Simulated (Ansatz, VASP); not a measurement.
# YPtC2N2 in VASP and in Ansatz

```
CELL_PARAMETERS angstrom
5.66411 -0.65863 -0.71305
1.50627 3.29371 0.08232
-0.90623 2.24122 5.31592
ATOMIC_POSITIONS crystal
Y 0.50000 0.50000 0.50000
Pt 0.00000 0.00000 0.00000
C 0.20093 0.00182 0.79250
C 0.79907 0.99818 0.20750
N 0.32685 0.00281 0.66203
N 0.67315 0.99719 0.33797
```

Alike in both runs: functional PBE; k mesh 4 × 4 × 2; occupations gaussian, width 0.1 eV; no spin polarisation.

Ansatz relaxed the structure, and its values are those at the end. VASP's run is a single point on that final structure, the one shown.

```csv
,VASP,Ansatz
version,VASP 6.6.1,Ansatz 0.2.0
potentials or method,"VASP PAW PBE potentials, release 64 (Y_sv, Pt, C, N), cutoff 520 eV","scalar-relativistic, plane waves, PAW"
valence electrons in the cell,39,47
```

```tsv
	VASP	Ansatz	Ansatz less VASP
gap on the k mesh at the Fermi level (eV)	none	none	-
pressure (GPa)	0.2	0.0	-0.15
rms of the force components (eV/Å)	0.119	0.009	-0.1103
```

A gap of «none» marks a metal or a gap that the smearing closes. One of these differences is far larger than is usual between the two programs; its cause wasn't traced. With one functional, cell and mesh, what is left measures potentials, basis and numerics. VASP's potentials hold 39 valence electrons a cell and Ansatz's 47, so a difference there can come from the potentials and not from the codes.

The k mesh is coarse, so the values compare programs but aren't converged. Neither program's run includes spin-orbit coupling. Noted on VASP's run: the standard files for N, O and F lose accuracy on very short bonds.
